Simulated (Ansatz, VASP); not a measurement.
**Two plane-wave programs on Pt**

```
Pt
1.0
     0.00000    1.97389    1.97389
     1.97389    0.00000    1.97389
     1.97389    1.97389    0.00000
Pt
1
Direct
  0.00000 0.00000 0.00000
```

Alike in both runs: task single point; functional PBEsol; k mesh 20 × 20 × 20; occupations fermi-dirac, width 0.15 eV; no spin polarisation.

|  | VASP | Ansatz |
| --- | --- | --- |
| version | VASP 6.6.1 | Ansatz 0.2.0 |
| potentials or method | VASP PAW PBE potentials, release 64 (Pt), cutoff 520 eV | scalar-relativistic, plane waves, PAW |
| valence electrons in the cell | 10 | 18 |

|  | VASP | Ansatz | Ansatz less VASP |
| --- | --- | --- | --- |
| gap on the k mesh at the Fermi level (eV) | none | none | - |
| pressure (GPa) | -5.8 | -5.3 | +0.42 |

VASP's potentials were made for PBE, not for PBEsol. A gap of «none» marks a metal or a gap that the smearing closes. With one functional, cell and mesh, what is left measures potentials, basis and numerics. VASP's potentials hold 10 valence electrons a cell and Ansatz's 18, so a difference there can come from the potentials and not from the codes.

Spin-orbit coupling is off throughout.
